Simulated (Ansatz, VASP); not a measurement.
One calculation of MnS, two programs

INCAR

```
SYSTEM = MnS
PREC = Accurate ; ENCUT = 520
EDIFF = 1E-7 ; ISMEAR = -1
SIGMA = 0.05 ; LREAL = .False.
LASPH = .True. ; NELM = 150
ALGO = Normal ; ISIF = 2
LWAVE = .False. ; LCHARG = .False.
ISPIN = 2 ; MAGMOM = 4 0
LORBIT = 11 ; LMAXMIX = 4
GGA = PE ; NBANDS = 20
```

The input KPOINTS:

```
Automatic mesh
0
Gamma
  12 12 12
  0 0 0
```

The input POSCAR:

```
MnS
1.0
    0.0000000000      2.6381155436      2.6381155436
    2.6381155436      0.0000000000      2.6381155436
    2.6381155436      2.6381155436      0.0000000000
Mn S
1 1
Direct
    0.0000000000      0.0000000000      0.0000000000
    0.5000000000      0.5000000000      0.5000000000
```

Input for Ansatz:

```yaml
crystal:
  lattice:
    - [0.0, 2.6381155436, 2.6381155436]
    - [2.6381155436, 0.0, 2.6381155436]
    - [2.6381155436, 2.6381155436, 0.0]
  atoms:
    - { symbol: Mn, position: [0.0, 0.0, 0.0], spin: 4.0 }
    - { symbol: S, position: [0.5, 0.5, 0.5] }
magnetization:
  spin_polarized: true
kpoints:
  mp_grid: { grid: [12, 12, 12] }
scf:
  occupations: { method: fermi_dirac, width: 0.05 }
hamiltonian:
  xc: pbe
  pseudopotentials: { kind: all_electron, lapw: { basis_error: 0.0005 } }
output:
  forces: true
  stress: true
  eigenvalues: true
```

Change from the starting cell: volume scaled by 1.03.

Alike in both runs: task single point; functional PBE; k mesh 12 × 12 × 12; occupations fermi-dirac, width 0.05 eV; collinear spin.

```csv
,VASP,Ansatz
version,VASP 6.6.1,Ansatz 0.2.0
potentials or method,"VASP PAW PBE potentials, release 64 (Mn_pv, S), cutoff 520 eV","all-electron LAPW, scalar-relativistic"
```

|  | VASP | Ansatz | Ansatz less VASP |
| --- | --- | --- | --- |
| pressure (GPa) | -4.6 | -4.6 | +0.03 |
| net moment per atom (μB) | 2.40 | 2.40 | 0.000 |
| size of the moment on the site where the two differ most (μB) | 4.32 | 4.51 | +0.187 |

Site moments also hang on the region over which each program counts them. Ansatz ran all-electron here, and VASP with PAW potentials.
